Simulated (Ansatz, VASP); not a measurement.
Two plane-wave programs on HfSn2Se6

Contents of POSCAR:

```
HfSn2Se6
1.0
    3.8375998983     -0.0000000289      0.0000000000
   -1.9187999241      3.3234590159      0.0000000000
    0.0000000000      0.0000000000     21.1522325000
Hf Sn Se
1 2 6
Direct
    0.0000000000      0.0000000000      0.0000000000
    0.0000000000      0.0000000000      0.3328270000
    0.0000000000      0.0000000000      0.6671730000
    0.3333333333      0.6666666667      0.0731740000
    0.3333333333      0.6666666667      0.4087390000
    0.3333333333      0.6666666667      0.7430820000
    0.6666666667      0.3333333333      0.2569180000
    0.6666666667      0.3333333333      0.5912610000
    0.6666666667      0.3333333333      0.9268260000
```

INCAR.step1

```
SYSTEM = HfSn2Se6
ALGO = Normal ; EDIFF = 1E-4
ENCUT = 520 ; GGA = PE
ISMEAR = 0 ; LASPH = .True.
LCHARG = .False. ; LREAL = .False.
LWAVE = .True. ; NBANDS = 47
NELM = 60 ; PREC = Accurate
SIGMA = 0.02
```

Contents of INCAR.step2:

```
SYSTEM = HfSn2Se6
ALGO = Normal ; EDIFF = 1E-7
ENCUT = 520 ; ISIF = 2
ISMEAR = 0 ; ISTART = 1
LASPH = .True. ; LCHARG = .False.
LMIXTAU = .True. ; LREAL = .False.
LWAVE = .False. ; METAGGA = R2SCAN
NBANDS = 47 ; NELM = 60
PREC = Accurate ; SIGMA = 0.02
```

The input KPOINTS:

```
k-points
0
Gamma
  12 12 2
  0 0 0
```

Input for Ansatz:

```yaml
crystal:
  lattice:
    - [3.8375998983, -2.89e-08, 0.0]
    - [-1.9187999241, 3.3234590159, 0.0]
    - [0.0, 0.0, 21.1522325]
  atoms:
    - { symbol: Hf, position: [0.0, 0.0, 0.0] }
    - { symbol: Sn, position: [0.0, 0.0, 0.332827] }
    - { symbol: Sn, position: [0.0, 0.0, 0.667173] }
    - { symbol: Se, position: [0.3333333333, 0.6666666667, 0.073174] }
    - { symbol: Se, position: [0.3333333333, 0.6666666667, 0.408739] }
    - { symbol: Se, position: [0.3333333333, 0.6666666667, 0.743082] }
    - { symbol: Se, position: [0.6666666667, 0.3333333333, 0.256918] }
    - { symbol: Se, position: [0.6666666667, 0.3333333333, 0.591261] }
    - { symbol: Se, position: [0.6666666667, 0.3333333333, 0.926826] }
basis:
  ecutwfc: 500
kpoints:
  mp_grid: { grid: [12, 12, 2] }
  band_path:
    path:
      - [[0.0, 0.0, 0.0], [0.5, 0.0, 0.0], [0.33333333, 0.33333333, 0.0], [0.0, 0.0, 0.0], [0.0, 0.0, 0.5], [0.5, 0.0, 0.5], [0.33333333, 0.33333333, 0.5], [0.0, 0.0, 0.5]]
      - [[0.5, 0.0, 0.5], [0.5, 0.0, 0.0]]
      - [[0.33333333, 0.33333333, 0.5], [0.33333333, 0.33333333, 0.0]]
    npoints: 14
hamiltonian:
  xc: r2scan
scf:
  occupations: { method: gaussian, width: 0.02 }
  n_extra_bands: 22
output:
  forces: true
  stress: true
  eigenvalues: true
  populations: true
  dos: { projected: true, de: 0.02, nscf_kmesh: { grid: [18, 18, 3] } }
  bader: true
  write_density: true
  write_potential: true
  elf: true
  volumetric_format: npy
```

Alike in both runs: task single point; functional r2SCAN; k mesh 12 × 12 × 2; occupations gaussian, width 0.02 eV; no spin polarisation.

```csv
,VASP,Ansatz
version,VASP 6.6.1,Ansatz 0.2.0
potentials or method,"VASP PAW PBE potentials, release 64 (Hf_pv, Sn_d, Se), cutoff 520 eV","scalar-relativistic, plane waves, PAW"
valence electrons in the cell,74,150
```

|  | VASP | Ansatz | Ansatz less VASP |
| --- | --- | --- | --- |
| gap on the k mesh at the Fermi level (eV) | 0.76 | 0.74 | -0.014 |
| least direct gap on the mesh (eV) | 1.30 | 1.29 | -0.002 |
| pressure (GPa) | -1.7 | -1.6 | +0.13 |
| traceless stress, the component that is largest in VASP (GPa) | -0.36 | -0.37 | -0.012 |
| rms of the force components (eV/Å) | 0.128 | 0.122 | -0.0063 |

VASP's potentials were made for PBE, not for r2SCAN. Atom by atom the forces differ by 0.019 eV/Å (rms over components). VASP's potentials hold 74 valence electrons a cell and Ansatz's 150, so a difference there can come from the potentials and not from the codes.

Neither program's run includes spin-orbit coupling.
